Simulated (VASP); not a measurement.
# CdSe (P1) in VASP: single point with PBE

Aim: the single point of CdSe with PBE.

Everything below comes from runs of VASP 6.6.1. Logs are shortened: lines on timing, memory, paths and dates and some standing lists are left out, and cuts for length are marked.

**1. The cell of the first run**

The typed cell holds 4 atoms: a = 4.298 Å, b = 4.298 Å, c = 7.015 Å, α = 90.00°, β = 90.00°, γ = 120.00°.

**2. Single point, PBE (all Se atoms moved +0.188 Å, as atom 3 along Cartesian [1 -1 0])**

INCAR

```
  PREC = Accurate
  ENCUT = 520
  EDIFF = 1E-6
  ISMEAR = 0
  SIGMA = 0.05
  LREAL = False
  LASPH = True
  NELM = 100
  ALGO = Normal
  ISIF = 2
  LWAVE = False
  LCHARG = True
  GGA = PE
  LELF = True
  LVHAR = True
  NBANDS = 26
```

KPOINTS

```
Automatic mesh
0
Gamma
  6 6 4
```

POSCAR

```
CdSe
1.0
    4.2984999142      0.0000000000      0.0000000000
   -2.1492499571      3.7226101239      0.0000000000
    0.0000000000      0.0000000000      7.0152000000
Cd Se
2 2
Direct
    0.6666666667      0.3333333333      0.0000000000
    0.3333333333      0.6666666667      0.5000000000
    0.6797028347      0.2977178600      0.3750000000
    0.3463695013      0.6310511934      0.8750000000
```

Potentials or basis: VASP PAW PBE potentials, release 64 (Cd, Se).

Run with:

```bash
cat potpaw_PBE.64/Cd/POTCAR potpaw_PBE.64/Se/POTCAR > POTCAR
mpirun -np 1 vasp_std > vasp.out
```

OUTCAR:

```text
PREC = Accurate
   ENCUT = 520
   EDIFF = 1E-6
   ISMEAR = 0
   LREAL = False
   LASPH = True
   NELM = 100
   ISIF = 2
   GGA = PE

 ion  position               nearest neighbor table
   1  0.667  0.333  0.000-   4 2.46   3 2.64   4 2.68   4 2.76
   2  0.333  0.667  0.500-   3 2.51   3 2.59   4 2.64   3 2.80
   3  0.680  0.298  0.375-   2 2.51   2 2.59   1 2.64   2 2.80
   4  0.346  0.631  0.875-   1 2.46   2 2.64   1 2.68   1 2.76

  LATTYP: Found a hexagonal cell.
 ALAT       =     4.2984999142
 C/A-ratio  =     1.6320111993

  Lattice vectors:

 A1 = (   4.2984999142,   0.0000000000,   0.0000000000)
 A2 = (  -2.1492499571,   3.7226101239,   0.0000000000)
 A3 = (   0.0000000000,   0.0000000000,   7.0152000000)

Analysis of symmetry for initial positions (statically):
=====================================================================
 Subroutine PRICEL returns:
 Original cell was already a primitive cell.

 Routine SETGRP: Setting up the symmetry group for a
 hexagonal supercell.

 Subroutine GETGRP returns: Found  1 space group operations
 (whereof  1 operations were pure point group operations)
 out of a pool of 24 trial point group operations.

The static configuration has the point symmetry C_1 .

Analysis of symmetry for dynamics (positions and initial velocities):
=====================================================================
 Subroutine PRICEL returns:
 Original cell was already a primitive cell.

 Routine SETGRP: Setting up the symmetry group for a
 hexagonal supercell.

 Subroutine GETGRP returns: Found  1 space group operations
 (whereof  1 operations were pure point group operations)
 out of a pool of 24 trial point group operations.

The dynamic configuration has the point symmetry C_1 .

 Subroutine INISYM returns: Found  1 space group operations
 (whereof  1 operations are pure point group operations),
 and found     1 'primitive' translations

----------------------------------------------------------------------------------------

                                     Primitive cell

  volume of cell :     112.2547

  direct lattice vectors                    reciprocal lattice vectors
     4.298499914  0.000000000  0.000000000     0.232639297  0.134314361  0.000000000
    -2.149249957  3.722610124  0.000000000     0.000000000  0.268628722  0.000000000
     0.000000000  0.000000000  7.015200000     0.000000000  0.000000000  0.142547611

  length of vectors
     4.298499914  4.298499914  7.015200000     0.268628722  0.268628722  0.142547611

  position of ions in fractional coordinates (direct lattice)
     0.666666667  0.333333333  0.000000000
     0.333333333  0.666666667  0.500000000
     0.679702835  0.297717860  0.375000000
     0.346369501  0.631051193  0.875000000

  ion indices of the primitive-cell ions
   primitive index   ion index
                 1           1
                 2           2
                 3           3
                 4           4

----------------------------------------------------------------------------------------

 KPOINTS: Automatic mesh

Automatic generation of k-mesh.
 Grid dimensions read from file:
 generate k-points for:    6    6    4

 Generating k-lattice:

  Cartesian coordinates                     Fractional coordinates (reciprocal lattice)
     0.038773216  0.022385727  0.000000000     0.166666667  0.000000000  0.000000000
     0.000000000  0.044771454  0.000000000     0.000000000  0.166666667  0.000000000
     0.000000000  0.000000000  0.035636903     0.000000000  0.000000000  0.250000000

  Length of vectors
     0.044771454  0.044771454  0.035636903

  Shift w.r.t. Gamma in fractional coordinates (k-lattice)
     0.000000000  0.000000000  0.000000000

 Subroutine IBZKPT returns following result:
 ===========================================

 Found     76 irreducible k-points:

 Following reciprocal coordinates:
            Coordinates               Weight
  0.000000  0.000000  0.000000      1.000000
  0.166667  0.000000  0.000000      2.000000
  0.000000  0.166667  0.000000      2.000000
 -0.166667  0.166667  0.000000      2.000000
  0.333333  0.000000  0.000000      2.000000
  0.000000  0.333333  0.000000      2.000000
[... 16 lines left out ...]
  0.000000  0.166667  0.250000      2.000000
 -0.166667  0.166667  0.250000      2.000000
 [... further k-points ...]
   k-points           NKPTS =     76   k-points in BZ     NKDIM =     76   number of bands    NBANDS=     26
   number of dos      NEDOS =    301   number of ions     NIONS =      4
   total plane-waves  NPLWV =  55296
   dimension x,y,z NGX =    32 NGY =   32 NGZ =   54
   dimension x,y,z NGXF=    64 NGYF=   64 NGZF=  108
   ions per type =               2   2
   NGX,Y,Z   is equivalent  to a cutoff of  12.38, 12.38, 12.80 a.u.
   NGXF,Y,Z  is equivalent  to a cutoff of  24.75, 24.75, 25.59 a.u.
 SYSTEM =  unknown system
   PREC   = accura    normal or accurate (medium, high low for compatibility)
   ISTART =      0    job   : 0-new  1-cont  2-samecut
   ICHARG =      2    charge: 1-file 2-atom 10-const
   ISPIN  =      1    spin polarized calculation?
   LNONCOLLINEAR =      F non collinear calculations
   LSORBIT =      F    spin-orbit coupling
   LASPH  =      T    aspherical Exc in radial PAW
   ENCUT  =  520.0 eV  38.22 Ry    6.18 a.u.   7.99  7.99 13.04*2*pi/ulx,y,z
   NELM   =    100;   NELMIN=  2; NELMDL= -5     # of ELM steps
   EDIFF  = 0.1E-05   stopping-criterion for ELM
   LREAL  =      F    real-space projection
   EDIFFG = 0.1E-04   stopping-criterion for IOM
   NSW    =      0    number of steps for IOM
   IBRION =     -1    ionic relax: 0-MD 1-quasi-New 2-CG
   NFREE  =      0    steps in history (QN), initial steepest desc. (CG)
   ISIF   =      2    stress and relaxation
   ISYM   =      2    0-nonsym 1-usesym 2-fastsym
   POTIM  = 0.5000    time-step for ionic-motion
   TEBEG  =    0.0;   TEEND  =   0.0 temperature during run
   PSTRESS=    0.0 pullay stress
   NELECT =      36.0000    total number of electrons
   NUPDOWN=      -1.0000    fix difference up-down
   EMIN   =  10.00;   EMAX   =-10.00  energy-range for DOS
   EFERMI =   0.00;   METHOD = LEGACY
   ISMEAR =     0;   SIGMA  =   0.05  broadening in eV -4-tet -1-fermi 0-gaus
   EFERMI_NEDOS =   21; number of points for ismear=-14 and -15
   IALGO  =     38    algorithm
   IMIX   =      4    mixing-type and parameters
     AMIX     =   0.40;   BMIX     =  1.00
     AMIX_MAG =   1.60;   BMIX_MAG =  1.00
  volume/ion in A,a.u.               =      28.06       189.38
  Fermi-wavevector in a.u.,A,eV,Ry     =   1.120575  2.117579 17.084668  1.255688
  Thomas-Fermi vector in A             =   2.257222
   LORBIT       =      0    0 simple, 1 ext, 2 COOP (PROOUT), +10 PAW based schemes
   GGA     = PE    functional components
   LHFCALC =     F    Hartree Fock is set to
   AEXX    =    0.0000 exact exchange contribution
   IVDW    =     0    specifies the selected vdW correction
   LEPSILON=     F    determine dielectric tensor
   LRPA    =     F    only Hartree local field effects (RPA)
 non-spin polarized calculation
 Gauss-broadening in eV      SIGMA  =   0.05
  energy-cutoff  :      520.00
  volume of cell :      112.25
 maximum number of plane-waves:      3042
   NGX = 15   NGY = 15   NGZ = 27

 number of electron      35.9999998 magnetization

 Free energy of the ion-electron system (eV)
  ---------------------------------------------------
  ext. energy  EPLUGINS =         0.00000000
  ---------------------------------------------------
  free energy    TOTEN  =       -10.72971378 eV

  energy without entropy =      -10.72971378  energy(sigma->0) =      -10.72971378

 E-fermi :   1.2326     XC(G=0):  -8.8893

 val. band max:        1.0014122887   @ k =   0.0000   0.0000   0.0000
 cond. band min:       1.6653559462   @ k =   0.0000   0.0000   0.0000
 fundamental gap:      0.6639436576
 Fermi energy:         1.2326163912

 k-point     1 :       0.0000    0.0000    0.0000
  band No.  band energies     occupation
      1     -11.6891      2.00000
      2     -11.3060      2.00000
      3      -7.0854      2.00000
      4      -7.0461      2.00000
      5      -6.9885      2.00000
      6      -6.9106      2.00000
[... 18 lines left out ...]
     25       8.1210      0.00000
     26       8.6697      0.00000

 k-point     2 :       0.1667    0.0000    0.0000
  band No.  band energies     occupation
      1     -11.6051      2.00000
      2     -11.2672      2.00000
      3      -7.0658      2.00000
      4      -6.9858      2.00000
      5      -6.9510      2.00000
      6      -6.8763      2.00000
[... 18 lines left out ...]
     25       8.2427      0.00000
     26       8.6975      0.00000

 k-point     3 :       0.0000    0.1667    0.0000
  band No.  band energies     occupation
      1     -11.6057      2.00000
      2     -11.2685      2.00000
      3      -7.0592      2.00000
      4      -6.9931      2.00000
      5      -6.9576      2.00000
      6      -6.8772      2.00000
[... 18 lines left out ...]
     25       8.2367      0.00000
     26       8.6937      0.00000

 k-point     4 :      -0.1667    0.1667    0.0000
  band No.  band energies     occupation
      1     -11.6061      2.00000
      2     -11.2700      2.00000
      3      -7.0412      2.00000
      4      -7.0155      2.00000
      5      -6.9611      2.00000
      6      -6.8650      2.00000
[... 18 lines left out ...]
     25       8.2354      0.00000
     26       8.6804      0.00000
[... 496 lines left out ...]
      1     -11.5534      2.00000
      2     -11.3166      2.00000
      3      -7.0498      2.00000
      4      -6.9983      2.00000
      5      -6.9283      2.00000
      6      -6.8794      2.00000
[... 18 lines left out ...]
     25       8.3097      0.00000
     26       8.4689      0.00000

 k-point    23 :       0.0000    0.1667    0.2500
  band No.  band energies     occupation
      1     -11.5592      2.00000
      2     -11.3125      2.00000
      3      -7.0581      2.00000
      4      -6.9993      2.00000
      5      -6.9447      2.00000
      6      -6.8709      2.00000
[... 18 lines left out ...]
     25       8.3305      0.00000
     26       8.4193      0.00000

 k-point    24 :      -0.1667    0.1667    0.2500
  band No.  band energies     occupation
      1     -11.5610      2.00000
      2     -11.3125      2.00000
      3      -7.0508      2.00000
      4      -7.0137      2.00000
      5      -6.9422      2.00000
      6      -6.8687      2.00000
[... 18 lines left out ...]
     25       8.3499      0.00000
     26       8.3844      0.00000

 [... further k-points ...]

------------------------ aborting loop because EDIFF is reached ----------------------------------------

  FORCE on cell =-STRESS in cart. coord.  units (eV):
  Direction    XX          YY          ZZ          XY          YZ          ZX
  --------------------------------------------------------------------------------------
  -------------------------------------------------------------------------------------
  Total        3.0366934      3.0121618      2.5092590     -0.3418168     -1.2069754      1.2083119
  in kB       43.3418052     42.9916728     35.8138932     -4.8786481    -17.2267940     17.2458697
  external PRESSURE =      40.7157904 kB  Pullay stress =       0.0000000 kB

 VOLUME and BASIS-vectors are now :
 -----------------------------------------------------------------------------
  energy-cutoff  :      520.00
  volume of cell :      112.25
      direct lattice vectors                 reciprocal lattice vectors
     4.298499914  0.000000000  0.000000000     0.232639297  0.134314361  0.000000000
    -2.149249957  3.722610124  0.000000000     0.000000000  0.268628722  0.000000000
     0.000000000  0.000000000  7.015200000     0.000000000  0.000000000  0.142547611

 POSITION                                       TOTAL-FORCE (eV/Angst)
 -----------------------------------------------------------------------------------
      2.14925      1.24087      0.00000         0.998778     -0.730529      0.194267
     -0.00000      2.48174      3.50760         0.460517     -0.727257      0.148178
      2.28183      1.10829      2.63070        -0.441880      0.727482     -0.151056
      0.13258      2.34916      6.13830        -1.017416      0.730304     -0.191389
 -----------------------------------------------------------------------------------
    total drift:                               -0.000084      0.000020      0.000097

  FREE ENERGIE OF THE ION-ELECTRON SYSTEM (eV)
  ---------------------------------------------------
  free  energy   TOTEN  =       -10.7297137761 eV

  energy  without entropy=      -10.7297137761  energy(sigma->0) =      -10.72971378
```

It took 96 s on 1 thread of Intel Xeon Platinum 8488C (Sapphire Rapids), shared host; peak memory 0.35 GiB.

What came out:

```
Free energy            : -10.7297 eV
Pressure               : 4.1 GPa
Largest force          : 1.267 eV/Å
Band gap on the k mesh : 0.66 eV
```

Forces on the atoms (eV/Å):
```
Cd   0.999 -0.731  0.194
Cd   0.461 -0.727  0.148
Se  -0.442  0.727 -0.151
Se  -1.017  0.730 -0.191
```

Caveat: the cell differs from its parent crystal (all Se atoms moved +0.188 Å, as atom 3 along Cartesian [1 -1 0]); the cell stands under pressure; forces of over 1 eV/Å act on the atoms, so gaps and moduli don't describe the material at rest.
